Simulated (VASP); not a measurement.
Ca3Si2:

```
Ca Si
1.0
     3.33075    1.92301    6.06247
    -3.33075    1.92301    6.06247
     0.00000   -3.84602    6.06247
Ca Si
6 4
Direct
  0.05625 0.44375 0.75000
  0.75000 0.05625 0.44375
  0.44375 0.75000 0.05625
  0.94375 0.55625 0.25000
  0.25000 0.94375 0.55625
  0.55625 0.25000 0.94375
  0.85218 0.85218 0.85218
  0.64782 0.64782 0.64782
  0.14782 0.14782 0.14782
  0.35218 0.35218 0.35218
```

```yaml
Program: VASP 6.6.1
Task: relaxation of cell and atoms
Functional: PBE
Potentials_or_basis: VASP PAW PBE potentials, release 64 (Ca_sv, Si)
Cutoff: 600 eV
k_mesh: 3 × 3 × 3
Occupations: gaussian, width 0.1 eV
Spin: no spin polarisation
```

At the start: pressure 20.6 GPa; volume 23.30 Å³/atom.

Question: Where does the relaxation end?

Answer: Over 46 steps the energy falls by 652.8 meV/atom and the volume is 28.11 Å³/atom (+20.7 %); space group R-3c (No. 167, to 0.1 Å) before and after.

The path:
```
step  energy change (eV)  largest force (eV/Å)  pressure (GPa)  volume (Å³)
   1              0.0000                0.5204           20.59       232.98
   3             -4.6638                0.3795            0.16       325.07
   5             -4.7037                0.2826           -0.05       327.31
   7             -4.7688                0.1384           -0.04       328.84
   9             -5.1078                0.2777           -1.54       343.21
  11             -5.4214                0.3409           -2.98       353.28
  13             -5.4478                0.3268           -3.19       354.61
  15             -5.4599                0.3158           -3.30       355.31
  17             -5.4787                0.2473           -3.71       357.88
  19             -5.4929                0.2663           -3.58       356.64
  21             -5.6184                0.2125           -3.35       351.73
  23             -5.9972                0.2300           -2.24       332.23
  25             -6.0860                0.5085           -1.48       322.40
  27             -6.1372                0.5828           -1.05       317.08
  29             -6.2759                0.2393            0.85       296.96
  31             -6.3147                0.2046            0.13       301.68
  33             -6.3674                0.1346           -0.73       303.19
  35             -6.4473                0.0886           -0.03       291.66
  37             -6.4589                0.1276            0.34       286.61
  39             -6.4822                0.2081           -0.32       287.27
  41             -6.5118                0.0814           -0.16       279.57
  43             -6.5210                0.0724            0.23       277.84
  45             -6.5258                0.0603           -0.14       281.27
  46             -6.5283                0.0218           -0.03       281.12
```

Final structure:
```
CELL_PARAMETERS angstrom
4.25555 2.45694 4.48108
-4.25555 2.45694 4.48108
0.00000 -4.91389 4.48108
ATOMIC_POSITIONS crystal
Ca 0.07414 0.42586 0.75000
Ca 0.75000 0.07414 0.42586
Ca 0.42586 0.75000 0.07414
Ca 0.92586 0.57414 0.25000
Ca 0.25000 0.92586 0.57414
Ca 0.57414 0.25000 0.92586
Si 0.84698 0.84698 0.84698
Si 0.65302 0.65302 0.65302
Si 0.15302 0.15302 0.15302
Si 0.34698 0.34698 0.34698
```

Caveat: the volume moved by over 15 % at a fixed basis, so the end points are rough.
